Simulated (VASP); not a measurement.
Wanted: the native input for a VASP 6.6.1 run.

* Task: single point
* Functional: r2SCAN
* Potentials or basis: VASP PAW PBE potentials, release 64 (Ca_sv, O)
* Cutoff: 520 eV
* k mesh: 8 × 8 × 8
* Occupations: fermi-dirac, width 0.02 eV
* Spin: no spin polarisation
* Dipole correction: no
* Further INCAR settings: ALGO = Normal; EDIFF = 1e-06; NBANDS = 15

Crystal: CaO.

```
Ca O
1.0
     0.00000    2.39755    2.39755
     2.39755    0.00000    2.39755
     2.39755    2.39755    0.00000
Ca O
1 1
Cartesian
  0.0000 0.0000 0.0000
  2.3976 2.3976 2.3976
```

These files were run (other wordings do the same):

POSCAR

```
CaO
1.0
    0.0000000000      2.3975501144      2.3975501144
    2.3975501144      0.0000000000      2.3975501144
    2.3975501144      2.3975501144      0.0000000000
Ca O
1 1
Direct
    0.0000000000      0.0000000000      0.0000000000
    0.5000000000      0.5000000000      0.5000000000
```

INCAR.step1

```
SYSTEM = CaO
ALGO = Normal ; EDIFF = 1E-4
ENCUT = 520 ; GGA = PE
ISMEAR = -1 ; LASPH = .True.
LCHARG = .False. ; LREAL = .False.
LWAVE = .True. ; NBANDS = 15
NELM = 100 ; PREC = Accurate
SIGMA = 0.02
```

INCAR.step2

```
SYSTEM = CaO
ALGO = Normal ; EDIFF = 1E-6
ENCUT = 520 ; ISIF = 2
ISMEAR = -1 ; ISTART = 1
LASPH = .True. ; LCHARG = .True.
LELF = .True. ; LMIXTAU = .True.
LREAL = .False. ; LVHAR = .True.
LWAVE = .False. ; METAGGA = R2SCAN
NBANDS = 15 ; NELM = 100
PREC = Accurate ; SIGMA = 0.02
```

KPOINTS

```
k-points
0
Gamma
  8 8 8
  0 0 0
```

Potentials or basis: VASP PAW PBE potentials, release 64 (Ca_sv, O).

Launch:

```bash
$ cat potpaw_PBE.64/Ca_sv/POTCAR potpaw_PBE.64/O/POTCAR > POTCAR
$ cp INCAR.step1 INCAR
$ mpirun -np 1 vasp_std > vasp.out
$ cp INCAR.step2 INCAR
$ mpirun -np 1 vasp_std > vasp.out
```

It gave:

The pressure is 1.0 GPa. The band gap on the k mesh is 4.19 eV, indirect (least direct gap 4.56 eV).

Caveat: the PAW data sets were made with another functional, which shifts forces and pressure a little.

Run time: 53 s on 1 thread of Intel Xeon 6975P-C, with other jobs on the host, peak memory 0.17 GiB.
